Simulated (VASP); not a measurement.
Write the native input for VASP 6.6.1 that does the following.

| Item | Value |
| --- | --- |
| Task | single point |
| Functional | PBE |
| Potentials or basis | VASP PAW PBE potentials, release 64 (La, N) |
| Cutoff | 520 eV |
| k mesh | 2 × 2 × 4 |
| Occupations | gaussian, width 0.1 eV |
| Spin | no spin polarisation |
| Dipole correction | no |
| Further INCAR settings | ALGO = Normal; EDIFF = 1e-06; NBANDS = 54 |

The structure of La3N2 lies in POSCAR:

```
La3N2
1.0
    8.1064015200      0.0000000000      0.0000000000
    0.0000000000      8.1064015200      0.0000000000
    0.0000000000      0.0000000000      3.9299802900
La N
6 4
Direct
    0.0000000000      0.0000000000      0.0000000000
    0.5000000000      0.5000000000      0.0000000000
    0.1622599900      0.6622599900      0.5000000000
    0.3377400100      0.1622599900      0.5000000000
    0.8377400100      0.3377400100      0.5000000000
    0.6622599900      0.8377400100      0.5000000000
    0.6339899900      0.1339899900      0.0000000000
    0.8660100100      0.6339899900      0.0000000000
    0.3660100100      0.8660100100      0.0000000000
    0.1339899900      0.3660100100      0.0000000000
```

The input as run:

INCAR

```
SYSTEM = La3N2
PREC = Accurate
ENCUT = 520
EDIFF = 1E-6
ISMEAR = 0
SIGMA = 0.1
LREAL = .False.
LASPH = .True.
NELM = 80
ALGO = Normal
ISIF = 2
LWAVE = .False.
LCHARG = .False.
GGA = PE
NBANDS = 54
```

KPOINTS

```
regular mesh
0
Gamma
  2 2 4
  0 0 0
```

Potentials or basis: VASP PAW PBE potentials, release 64 (La, N).

Launch:

```sh
$ cat potpaw_PBE.64/La/POTCAR potpaw_PBE.64/N/POTCAR > POTCAR
$ mpirun -np 1 vasp_std > vasp.out
```

It gave:

| Quantity | Value |
| --- | --- |
| Pressure | -14.3 GPa |
| Largest force | 1.401 eV/Å |
| Band gap on the k mesh | zero (band 43 reaches 7.41 eV, above the bottom of band 44 at 6.99 eV) |

Caveat: the k points lie up to 0.40 Å⁻¹ apart; spin-orbit coupling is left out, which moves the levels of the heavy elements; forces of over 1 eV/Å act on the atoms, so gaps and moduli don't describe the material at rest.

Run time: 6.1 min on 1 thread of Intel(R) Xeon(R) Platinum 8124M CPU @ 3.00GHz (Skylake/Cascade Lake) (shared host), peak memory 0.36 GiB.
